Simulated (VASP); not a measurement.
The system is MoPt3.

```
CELL_PARAMETERS angstrom
3.97952 0.00000 0.00000
0.00000 3.97952 0.00000
0.00000 0.00000 3.97952
ATOMIC_POSITIONS crystal
Mo 0.00000 0.00000 0.00000
Pt 0.50000 0.50000 0.00000
Pt 0.50000 0.00000 0.50000
Pt 0.00000 0.50000 0.50000
```

Base run:

| Property | Result |
| --- | --- |
| Program | VASP 6.6.1 |
| Functional | LDA |
| Potentials or basis | VASP PAW LDA potentials, release 64 (Mo_sv, Pt) |
| Cutoff | 500 eV |
| k mesh | 5 × 5 × 5 |
| Occupations | methfessel-paxton, width 0.1 eV |
| Spin | no spin polarisation |

Its results: band gap on the k mesh zero (band 22 reaches 12.52 eV, above the bottom of band 23 at 11.20 eV); pressure -16.8 GPa.

Q: After a change of settings the same cell gave: band gap on the k mesh zero (band 22 reaches 12.49 eV, above the bottom of band 23 at 11.24 eV); pressure -14.7 GPa. Which change was it?
A. k mesh from 5 × 5 × 5 to 7 × 7 × 7
B. k mesh from 5 × 5 × 5 to 6 × 6 × 6
C. k mesh from 5 × 5 × 5 to 4 × 4 × 4
D. k mesh from 5 × 5 × 5 to 3 × 3 × 3

A: D.

Caveats: some runs use coarse meshes; spin-orbit coupling is left out, which moves the levels of the heavy elements.
